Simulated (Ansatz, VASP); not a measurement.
**W: VASP beside Ansatz**

```
W
1.0
     0.00000    1.92850    2.03000
     2.03000    0.00000    2.03000
     2.03000    1.92850    0.00000
W
1
Direct
  0.00000 0.00000 0.00000
```

Change from the starting cell: strain -0.0500 x Voigt [0, 1, 0, 0, 0, 0], atoms carried along.

Alike in both runs: task single point; functional PBEsol; k mesh 20 × 20 × 20; occupations gaussian, width 0.15 eV; no spin polarisation.

|  | VASP | Ansatz |
| --- | --- | --- |
| version | VASP 6.6.1 | Ansatz 0.2.0 |
| potentials or method | VASP PAW PBE potentials, release 64 (W_sv), cutoff 520 eV | scalar-relativistic, plane waves, PAW |
| valence electrons in the cell | 14 | 14 |

```csv
,VASP,Ansatz,Ansatz less VASP
gap on the k mesh at the Fermi level (eV),none,none,-
pressure (GPa),2.2,1.5,-0.68
"traceless stress, the component that is largest in VASP (GPa)",-11.05,-10.95,+0.096
```

VASP's potentials were made for PBE, not for PBEsol. A gap of «none» marks a metal or a gap that the smearing closes.

Spin-orbit coupling is off throughout.
